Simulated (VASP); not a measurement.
# Ga (Cmcm) in VASP: further runs

Aim: see how the results for Ga move with the level of theory and the settings. Levels: r2SCAN, PBEsol. Tasks: single point.

Everything below comes from runs of VASP 6.6.1. Logs are shortened: lines on timing, memory, paths and dates and some standing lists are left out, and cuts for length are marked.

## 1. The cell of the first run

Symmetry: Cmcm, No. 63, orthorhombic system. Conventional cell: a = 2.919 Å, b = 8.184 Å, c = 3.191 Å, α = 90.00°, β = 90.00°, γ = 90.00°. Within 3.6 Å of Ga (site symmetry m2m) lie 10 Ga at 2.70 to 3.19 Å.

## 2. Single point, r2SCAN

POSCAR reads:

```
Ga
1.0
    1.4596029289     -4.0919213144      0.0000000000
    1.4596029289      4.0919213144      0.0000000000
    0.0000000000      0.0000000000      3.1909939893
Ga
2
Direct
    0.1330000000      0.8670000000      0.7500000000
    0.8670000000      0.1330000000      0.2500000000
```

INCAR.step1 reads:

```
  PREC = Accurate
  ENCUT = 520
  ISMEAR = -1
  SIGMA = 0.05
  LREAL = False
  LASPH = True
  NELM = 60
  NBANDS = 20
  GGA = PE
  ALGO = Normal
  EDIFF = 1E-4
  LWAVE = True
  LCHARG = False
```

INCAR.step2 reads:

```
  PREC = Accurate
  ENCUT = 520
  EDIFF = 1E-7
  ISMEAR = -1
  SIGMA = 0.05
  LREAL = False
  LASPH = True
  NELM = 60
  ALGO = Normal
  ISIF = 2
  LWAVE = False
  LCHARG = True
  METAGGA = R2SCAN
  LMIXTAU = True
  LELF = True
  LVHAR = True
  NBANDS = 20
  ISTART = 1
```

KPOINTS reads:

```
regular mesh
0
Gamma
  10 10 8
```

Potentials or basis: VASP PAW PBE potentials, release 64 (Ga_d).

Run with:

```sh
$ cat potpaw_PBE.64/Ga_d/POTCAR > POTCAR
$ cp INCAR.step1 INCAR
$ mpirun -np 1 vasp_std > vasp.out
$ cp INCAR.step2 INCAR
$ mpirun -np 1 vasp_std > vasp.out
```

OUTCAR:

```text
PREC = Accurate
   ENCUT = 520
   EDIFF = 1E-7
   ISMEAR = -1
   LREAL = False
   LASPH = True
   NELM = 60
   ISIF = 2
   METAGGA = R2SCAN
   ISTART = 1

 ion  position               nearest neighbor table
   1  0.133  0.867  0.750-   2 2.70   2 2.70   2 2.89   2 2.89   2 2.89   2 2.89
   2  0.867  0.133  0.250-   1 2.70   1 2.70   1 2.89   1 2.89   1 2.89   1 2.89

  LATTYP: Found a base centered orthorhombic cell.
 ALAT       =     2.9192058578
 B/A-ratio  =     2.8034482758
 C/A-ratio  =     1.0931034482

  Lattice vectors:

 A1 = (   1.4596029289,  -4.0919213144,   0.0000000000)
 A2 = (   1.4596029289,   4.0919213144,   0.0000000000)
 A3 = (   0.0000000000,   0.0000000000,   3.1909939893)

Analysis of symmetry for initial positions (statically):
=====================================================================
 Subroutine PRICEL returns:
 Original cell was already a primitive cell.

 Routine SETGRP: Setting up the symmetry group for a
 base centered orthorhombic supercell.

 Subroutine GETGRP returns: Found  8 space group operations
 (whereof  4 operations were pure point group operations)
 out of a pool of  8 trial point group operations.

The static configuration has the point symmetry C_2h.
 The point group associated with its full space group is D_2h.

Analysis of symmetry for dynamics (positions and initial velocities):
=====================================================================
 Subroutine PRICEL returns:
 Original cell was already a primitive cell.

 Routine SETGRP: Setting up the symmetry group for a
 base centered orthorhombic supercell.

 Subroutine GETGRP returns: Found  8 space group operations
 (whereof  4 operations were pure point group operations)
 out of a pool of  8 trial point group operations.

The dynamic configuration has the point symmetry C_2h.
 The point group associated with its full space group is D_2h.

 Subroutine INISYM returns: Found  8 space group operations
 (whereof  4 operations are pure point group operations),
 and found     1 'primitive' translations

----------------------------------------------------------------------------------------

                                     Primitive cell

  volume of cell :      38.1169

  direct lattice vectors                    reciprocal lattice vectors
     1.459602929 -4.091921314  0.000000000     0.342558918 -0.122191988  0.000000000
     1.459602929  4.091921314  0.000000000     0.342558918  0.122191988  0.000000000
     0.000000000  0.000000000  3.190993989     0.000000000  0.000000000  0.313381975

  length of vectors
     4.344451721  4.344451721  3.190993989     0.363699731  0.363699731  0.313381975

  position of ions in fractional coordinates (direct lattice)
     0.133000000  0.867000000  0.750000000
     0.867000000  0.133000000  0.250000000

  ion indices of the primitive-cell ions
   primitive index   ion index
                 1           1
                 2           2

----------------------------------------------------------------------------------------

 KPOINTS: regular mesh

Automatic generation of k-mesh.
 Grid dimensions read from file:
 generate k-points for:   10   10    8

 Generating k-lattice:

  Cartesian coordinates                     Fractional coordinates (reciprocal lattice)
     0.034255892 -0.012219199  0.000000000     0.100000000  0.000000000  0.000000000
     0.034255892  0.012219199  0.000000000     0.000000000  0.100000000  0.000000000
     0.000000000  0.000000000  0.039172747     0.000000000  0.000000000  0.125000000

  Length of vectors
     0.036369973  0.036369973  0.039172747

  Shift w.r.t. Gamma in fractional coordinates (k-lattice)
     0.000000000  0.000000000  0.000000000

 Subroutine IBZKPT returns following result:
 ===========================================

 Found    155 irreducible k-points:

 Following reciprocal coordinates:
            Coordinates               Weight
  0.000000  0.000000  0.000000      1.000000
  0.100000  0.000000  0.000000      4.000000
  0.200000  0.000000  0.000000      4.000000
  0.300000  0.000000  0.000000      4.000000
  0.400000  0.000000  0.000000      4.000000
  0.500000  0.000000  0.000000      2.000000
[... 16 lines left out ...]
  0.300000  0.300000  0.000000      2.000000
  0.400000  0.300000  0.000000      4.000000
 [... further k-points ...]
   k-points           NKPTS =    155   k-points in BZ     NKDIM =    155   number of bands    NBANDS=     20
   number of dos      NEDOS =    301   number of ions     NIONS =      2
   total plane-waves  NPLWV =  24576
   dimension x,y,z NGX =    32 NGY =   32 NGZ =   24
   dimension x,y,z NGXF=    64 NGYF=   64 NGZF=   48
   ions per type =               2
   NGX,Y,Z   is equivalent  to a cutoff of  12.25, 12.25, 12.50 a.u.
   NGXF,Y,Z  is equivalent  to a cutoff of  24.49, 24.49, 25.01 a.u.
 SYSTEM =  unknown system
   PREC   = accura    normal or accurate (medium, high low for compatibility)
[... 75 lines left out ...]
  band No.  band energies     occupation
      1     -10.3353      2.00000
      2     -10.3142      2.00000
      3     -10.2479      2.00000
      4     -10.2031      2.00000
      5     -10.0577      2.00000
      6     -10.0463      2.00000
[... 12 lines left out ...]
     19      17.8214      0.00000
     20      19.4261      0.00000

 k-point     3 :       0.2000    0.0000    0.0000
  band No.  band energies     occupation
      1     -10.3092      2.00000
      2     -10.2982      2.00000
      3     -10.2187      2.00000
      4     -10.1447      2.00000
      5     -10.0796      2.00000
      6     -10.0741      2.00000
[... 12 lines left out ...]
     19      18.2122      0.00000
     20      21.9151      0.00000

 k-point     4 :       0.3000    0.0000    0.0000
  band No.  band energies     occupation
      1     -10.2794      2.00000
      2     -10.2794      2.00000
      3     -10.1928      2.00000
      4     -10.1626      2.00000
      5     -10.1230      2.00000
      6     -10.0308      2.00000
[... 12 lines left out ...]
     19      18.2471      0.00000
     20      20.0953      0.00000

 k-point     5 :       0.4000    0.0000    0.0000
  band No.  band energies     occupation
      1     -10.2665      2.00000
      2     -10.2649      2.00000
      3     -10.1930      2.00000
      4     -10.1749      2.00000
      5     -10.1608      2.00000
      6     -10.0376      2.00000
[... 12 lines left out ...]
     19      16.6279      0.00000
     20      19.1402      0.00000

 k-point     6 :       0.5000    0.0000    0.0000
  band No.  band energies     occupation
      1     -10.2699      2.00000
      2     -10.2591      2.00000
      3     -10.1849      2.00000
      4     -10.1820      2.00000
      5     -10.1765      2.00000
      6     -10.0454      2.00000
[... 12 lines left out ...]
     19      16.9004      0.00000
     20      17.7587      0.00000

 k-point     7 :       0.1000    0.1000    0.0000
  band No.  band energies     occupation
      1     -10.3157      2.00000
      2     -10.3071      2.00000
      3     -10.2018      2.00000
      4     -10.1554      2.00000
      5     -10.0687      2.00000
      6     -10.0582      2.00000
[... 12 lines left out ...]
     19      18.6551      0.00000
     20      21.0485      0.00000
[... 277 lines left out ...]
 k-point    20 :      -0.4000    0.2000    0.0000
  band No.  band energies     occupation
      1     -10.2874      2.00000
      2     -10.2409      2.00000
      3     -10.2362      2.00000
      4     -10.1524      2.00000
      5     -10.1074      2.00000
      6     -10.0793      2.00000
[... 12 lines left out ...]
     19      16.2499      0.00000
     20      19.5026      0.00000

 k-point    21 :      -0.3000    0.2000    0.0000
  band No.  band energies     occupation
      1     -10.3282      2.00000
      2     -10.2719      2.00000
      3     -10.2570      2.00000
      4     -10.1387      2.00000
      5     -10.1147      2.00000
      6     -10.0735      2.00000
[... 12 lines left out ...]
     19      16.3720      0.00000
     20      18.1235      0.00000

 k-point    22 :      -0.2000    0.2000    0.0000
  band No.  band energies     occupation
      1     -10.3403      2.00000
      2     -10.2905      2.00000
      3     -10.2797      2.00000
      4     -10.1718      2.00000
      5     -10.0964      2.00000
      6     -10.0550      2.00000
[... 12 lines left out ...]
     19      16.3402      0.00000
     20      16.3548      0.00000

 k-point    23 :       0.3000    0.3000    0.0000
  band No.  band energies     occupation
      1     -10.2716      2.00000
      2     -10.2561      2.00000
      3     -10.2093      2.00000
      4     -10.1142      2.00000
      5     -10.1020      2.00000
      6     -10.0731      2.00000
[... 12 lines left out ...]
     19      16.2966      0.00000
     20      17.9942      0.00000

 k-point    24 :       0.4000    0.3000    0.0000
  band No.  band energies     occupation
      1     -10.2680      2.00000
      2     -10.2269      2.00000
      3     -10.1954      2.00000
      4     -10.1560      2.00000
      5     -10.1029      2.00000
      6     -10.0923      2.00000
[... 12 lines left out ...]
     19      15.6662      0.00000
     20      17.4686      0.00000

 [... further k-points ...]
[... 5 lines left out ...]
  --------------------------------------------------------------------------------------
  -------------------------------------------------------------------------------------
  Total       -0.9269355     -0.6954549     -0.2356444      0.0000000      0.0000000      0.0000000
  in kB      -38.9620781    -29.2322044     -9.9048928      0.0000000      0.0000000      0.0000000
  external PRESSURE =     -26.0330584 kB  Pullay stress =       0.0000000 kB

 VOLUME and BASIS-vectors are now :
 -----------------------------------------------------------------------------
  energy-cutoff  :      520.00
  volume of cell :       38.12
      direct lattice vectors                 reciprocal lattice vectors
     1.459602929 -4.091921314  0.000000000     0.342558918 -0.122191988  0.000000000
     1.459602929  4.091921314  0.000000000     0.342558918  0.122191988  0.000000000
     0.000000000  0.000000000  3.190993989     0.000000000  0.000000000  0.313381975

 POSITION                                       TOTAL-FORCE (eV/Angst)
 -----------------------------------------------------------------------------------
      1.45960      3.00347      2.39325         0.000000     -0.238909     -0.000000
      1.45960     -3.00347      0.79775         0.000000      0.238909      0.000000
 -----------------------------------------------------------------------------------
    total drift:                                0.000000      0.000000     -0.000000

  FREE ENERGIE OF THE ION-ELECTRON SYSTEM (eV)
  ---------------------------------------------------
  free  energy   TOTEN  =       -22.7103171062 eV

  energy  without entropy=      -22.7079205648  energy(sigma->0) =      -22.70911884
```

It took 1.9 min on 1 thread of Intel Xeon 6975P-C (Granite Rapids), shared host; peak memory 0.23 GiB.

What came out:

```
Free energy            : -22.7103 eV
Pressure               : -2.6 GPa
Largest force          : 0.239 eV/Å
Band gap on the k mesh : zero (band 13 reaches 10.66 eV, above the bottom of band 14 at 1.01 eV)
```

Forces on the atoms (eV/Å):
```
Ga   0.000 -0.239  0.000
Ga   0.000  0.239  0.000
```

Caveat: the PAW data sets were made with another functional, which shifts forces and pressure a little.

## 3. Single point, r2SCAN

This run uses another cell than the first one, of 19.43 Å³/atom, 1.020 times its volume.

POSCAR reads:

```
Ga
1.0
    1.4690811355     -4.1184929765      0.0000000000
    1.4690811355      4.1184929765      0.0000000000
    0.0000000000      0.0000000000      3.2117153101
Ga
2
Direct
    0.1330000000      0.8670000000      0.7500000000
    0.8670000000      0.1330000000      0.2500000000
```

INCAR.step1 reads:

```
PREC     = Accurate       # precision mode
ENCUT    = 520            # plane-wave cutoff, eV
ISMEAR   = -1             # smearing method
SIGMA    = 0.05           # smearing width, eV
LREAL    = F              # projectors in reciprocal space
LASPH    = T              # aspherical terms in the spheres
NELM     = 60             # most SCF steps
NBANDS   = 20             # bands
GGA      = PE             # functional
ALGO     = Normal         # electronic algorithm
EDIFF    = 1E-4           # SCF threshold, eV
LWAVE    = T              # write WAVECAR
LCHARG   = F              # write CHGCAR
```

INCAR.step2 reads:

```
PREC     = Accurate       # precision mode
ENCUT    = 520            # plane-wave cutoff, eV
EDIFF    = 1E-7           # SCF threshold, eV
ISMEAR   = -1             # smearing method
SIGMA    = 0.05           # smearing width, eV
LREAL    = F              # projectors in reciprocal space
LASPH    = T              # aspherical terms in the spheres
NELM     = 60             # most SCF steps
ALGO     = Normal         # electronic algorithm
ISIF     = 2              # what is computed and relaxed
LWAVE    = F              # write WAVECAR
LCHARG   = F              # write CHGCAR
METAGGA  = R2SCAN         # meta-GGA
LMIXTAU  = T            
NBANDS   = 20             # bands
ISTART   = 1
```

KPOINTS is that of step 2.

Potentials or basis: VASP PAW PBE potentials, release 64 (Ga_d).

Run with:

```sh
$ cat potpaw_PBE.64/Ga_d/POTCAR > POTCAR
$ cp INCAR.step1 INCAR
$ mpirun -np 1 vasp_std > vasp.out
$ cp INCAR.step2 INCAR
$ mpirun -np 1 vasp_std > vasp.out
```

Wall time 2.9 min (1 thread of Intel Xeon 6975P-C (Granite Rapids), shared host); peak memory 0.24 GiB.

It converged, with:

| Property | Result |
| --- | --- |
| Free energy | -22.6960 eV |
| Pressure | -3.5 GPa |
| Largest force | 0.229 eV/Å |
| Band gap on the k mesh | zero (band 13 reaches 10.42 eV, above the bottom of band 14 at 0.92 eV) |

Forces on the atoms (eV/Å):
```
Ga   0.000 -0.229  0.000
Ga   0.000  0.229  0.000
```

Stress tensor (GPa, compression positive):
```
-4.62  0.00  0.00
 0.00 -3.95  0.00
 0.00  0.00 -2.05
```

Levels at points of the mesh, in eV from the Fermi level:
| k point | band 9 | band 10 | band 11 | band 12 | band 13 | band 14 | band 15 | band 16 | band 17 | band 18 |
| --- | --- | --- | --- | --- | --- | --- | --- | --- | --- | --- |
| (0.00, 0.00, 0.00) | -15.28 | -15.13 | -11.45 | -2.31 | -1.55 | 3.02 | 6.95 | 8.09 | 9.00 | 10.80 |
| (0.50, 0.00, 0.00) | -15.19 | -15.19 | -6.87 | -5.45 | -1.79 | -0.27 | 6.67 | 6.90 | 9.19 | 9.58 |
| (0.50, 0.50, 0.00) | -15.25 | -15.20 | -9.41 | -8.70 | 5.29 | 6.00 | 6.05 | 7.30 | 7.37 | 9.78 |
| (0.00, 0.00, 0.50) | -15.21 | -15.21 | -7.54 | -7.54 | 1.92 | 1.92 | 2.70 | 2.70 | 10.62 | 10.62 |
| (0.50, 0.00, 0.50) | -15.18 | -15.18 | -3.12 | -3.12 | -1.57 | -1.57 | 1.95 | 1.95 | 4.55 | 4.55 |
| (0.50, 0.50, 0.50) | -15.26 | -15.26 | -5.73 | -5.73 | -4.21 | -4.21 | 9.86 | 9.86 | 11.79 | 11.79 |

Caveat: the PAW data sets were made with another functional, which shifts forces and pressure a little.

## 4. Single point, PBEsol

This run uses another cell than the first one, of 17.22 Å³/atom, 0.904 times its volume.

INCAR reads:

```
  PREC = Accurate
  ENCUT = 520
  EDIFF = 1E-6
  ISMEAR = -1
  SIGMA = 0.05
  LREAL = False
  LASPH = True
  NELM = 60
  ALGO = Fast
  ISIF = 2
  LWAVE = False
  LCHARG = False
  GGA = PS
  NBANDS = 20
```

KPOINTS reads:

```
Automatic mesh
0
Gamma
  8 8 7
```

POSCAR reads:

```
Ga
1.0
    1.3920000000     -3.9024000000      0.0000000000
    1.3920000000      3.9024000000      0.0000000000
    0.0000000000      0.0000000000      3.1700000000
Ga
2
Direct
    0.1330000000      0.8670000000      0.7500000000
    0.8670000000      0.1330000000      0.2500000000
```

Run with:

```sh
$ cat potpaw_PBE.64/Ga_d/POTCAR > POTCAR
$ mpirun -np 1 vasp_std > vasp.out
```

It took 30 s on 1 thread of Intel Xeon 6975P-C, shared host; peak memory 0.19 GiB.

It converged, with:

```yaml
Free_energy: -6.6325 eV
Pressure: 3.2 GPa
Largest_force: 0.220 eV/Å
Band_gap_on_the_k_mesh: zero (band 13 reaches 10.99 eV, above the bottom of band 14 at 2.58 eV)
```

Forces on the atoms (eV/Å):
```
Ga   0.000 -0.220  0.000
Ga   0.000  0.220  0.000
```

Stress tensor (GPa, compression positive):
```
0.24 0.00 0.00
0.00 4.46 0.00
0.00 0.00 4.89
```

Levels at points of the mesh, in eV from the Fermi level:
```
           k point  band 10  band 11  band 12  band 13  band 14  band 15  band 16  band 17
(0.00, 0.00, 0.00)   -14.73   -11.98    -2.39    -1.24     2.13     6.00     8.79     9.76
(0.50, 0.00, 0.00)   -14.80    -6.81    -5.77    -1.85    -0.15     6.50     7.02     9.24
(0.50, 0.50, 0.00)   -14.81    -9.76    -9.09     4.61     5.41     6.52     6.89     7.11
```

Caveat: the PAW data sets were made with another functional, which shifts forces and pressure a little.

## 5. Single point, PBEsol

This run uses another cell than the first one, of 17.94 Å³/atom, 0.942 times its volume.

INCAR reads:

```
ALGO     = Fast           # electronic algorithm
EDIFF    = 1E-6           # SCF threshold, eV
ENCUT    = 520            # plane-wave cutoff, eV
GGA      = PS             # functional
ISIF     = 2              # what is computed and relaxed
ISMEAR   = -1             # smearing method
LASPH    = T              # aspherical terms in the spheres
LCHARG   = F              # write CHGCAR
LREAL    = F              # projectors in reciprocal space
LWAVE    = F              # write WAVECAR
NBANDS   = 20             # bands
NELM     = 80             # most SCF steps
PREC     = Accurate       # precision mode
SIGMA    = 0.05           # smearing width, eV
```

KPOINTS reads:

```
k-points
0
Gamma
  8 8 7
```

POSCAR reads:

```
Ga
1.0
    1.4210000000     -3.9837000000      0.0000000000
    1.4210000000      3.9837000000      0.0000000000
    0.0000000000      0.0000000000      3.1700000000
Ga
2
Direct
    0.1330000000      0.8670000000      0.7500000000
    0.8670000000      0.1330000000      0.2500000000
```

Run with:

```sh
$ cat potpaw_PBE.64/Ga_d/POTCAR > POTCAR
$ mpirun -np 1 vasp_std > vasp.out
```

Run time: 33 s. Hardware: 1 thread of Intel Xeon 6975P-C, shared host; peak memory 0.19 GiB.

Results (log left out):

```
Free energy            : -6.6476 eV
Pressure               : 0.4 GPa
Largest force          : 0.209 eV/Å
Band gap on the k mesh : zero (band 13 reaches 10.79 eV, above the bottom of band 14 at 2.38 eV)
```

Forces on the atoms (eV/Å):
```
Ga   0.000 -0.209  0.000
Ga   0.000  0.209  0.000
```

Stress tensor (GPa, compression positive):
```
-0.87  0.00  0.00
 0.00  2.17  0.00
 0.00  0.00 -0.23
```

Levels at points of the mesh, in eV from the Fermi level:
```csv
k point,band 11,band 12,band 13,band 14,band 15,band 16
"(0.00, 0.00, 0.00)",-11.65,-2.38,-1.46,2.48,6.25,8.25
"(0.50, 0.00, 0.00)",-6.80,-5.63,-1.85,-0.35,6.57,6.72
"(0.50, 0.50, 0.00)",-9.52,-8.88,4.83,5.60,6.09,6.97
```

Caveat: the PAW data sets were made with another functional, which shifts forces and pressure a little.

## 6. Overview

```tsv
level	cell	k mesh	gap on the mesh (eV)	pressure (GPa)	largest force (eV/Å)
r2SCAN	a = 4.344, b = 4.344, c = 3.191 Å, angles 90.0, 90.0, 140.7°, 2 atoms	10 × 10 × 8	none	-2.6	0.24
r2SCAN	a = 4.373, b = 4.373, c = 3.212 Å, angles 90.0, 90.0, 140.7°, 2 atoms	10 × 10 × 8	none	-3.5	0.23
PBEsol	a = 4.143, b = 4.143, c = 3.170 Å, angles 90.0, 90.0, 140.7°, 2 atoms	8 × 8 × 7	none	3.2	0.22
PBEsol	a = 4.230, b = 4.230, c = 3.170 Å, angles 90.0, 90.0, 140.7°, 2 atoms	8 × 8 × 7	none	0.4	0.21
```

Alike in all rows: task single point; potentials or basis VASP PAW PBE potentials, release 64 (Ga_d); no spin polarisation; cutoff (eV) 520; smearing fermi-dirac 0.05 eV.

Caveats: the PAW data sets were made with another functional, which shifts forces and pressure a little.

Absolute energies hang on the potentials; compare differences alone.
